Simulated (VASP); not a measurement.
A run of VASP 6.6.1 is set up as follows.

The input POSCAR:

```
Bi2TeSe2
1.0
    4.1426688894      0.0000000000      0.0000000000
   -2.0713344447      3.5876564977      0.0000000622
   -2.0713344447      1.1958853326      9.6186790207
Bi Se Te
2 2 1
Direct
    0.4060828009      0.5939171991      0.2182484027
    0.5939171991      0.4060828009      0.7817515973
    0.2077309006      0.7922690994      0.6231927018
    0.7922690994      0.2077309006      0.3768072982
    0.0000000000      0.0000000000      0.0000000000
```

The input INCAR.step1:

```
SYSTEM = Bi2TeSe2
ALGO = Normal ; EDIFF = 1E-4
ENCUT = 520 ; GGA = PE
ISMEAR = 0 ; LASPH = .TRUE.
LCHARG = .FALSE. ; LREAL = .FALSE.
LWAVE = .TRUE. ; NBANDS = 32
NELM = 80 ; PREC = Accurate
SIGMA = 0.0472
```

INCAR.step2

```
SYSTEM = Bi2TeSe2
ALGO = Normal ; EDIFF = 1E-6
ENCUT = 520 ; ISIF = 2
ISMEAR = 0 ; ISTART = 1
LASPH = .TRUE. ; LCHARG = .TRUE.
LELF = .TRUE. ; LMIXTAU = .TRUE.
LREAL = .FALSE. ; LVHAR = .TRUE.
LWAVE = .FALSE. ; METAGGA = R2SCAN
NBANDS = 32 ; NELM = 80
PREC = Accurate ; SIGMA = 0.0472
```

The input KPOINTS:

```
k-points
0
G
  6 6 6
  0 0 0
```

Potentials or basis: VASP PAW PBE potentials, release 64 (Bi_d, Se, Te).

Command:

```console
$ cat potpaw_PBE.64/Bi_d/POTCAR potpaw_PBE.64/Se/POTCAR potpaw_PBE.64/Te/POTCAR > POTCAR
$ cp INCAR.step1 INCAR
$ mpirun -np 1 vasp_std > vasp.out
$ cp INCAR.step2 INCAR
$ mpirun -np 1 vasp_std > vasp.out
```

Question: What does it give for the largest force?

Answer: 0.017 eV/Å.

Question: What does it give for the pressure?

Answer: 4.6 GPa.

Question: Predict the band gap on the k mesh.

Answer: 0.86 eV.

Forces in eV/Å, atoms in the order of the input:
```
Bi   0.000  0.000 -0.011
Bi   0.000  0.000  0.011
Se   0.000  0.000 -0.017
Se   0.000  0.000  0.017
Te   0.000  0.000  0.000
```

Caveat: the cell stands under pressure; the PAW data sets were made with another functional, which shifts forces and pressure a little; spin-orbit coupling is left out, which moves the levels of the heavy elements. A k mesh can miss the band edges.
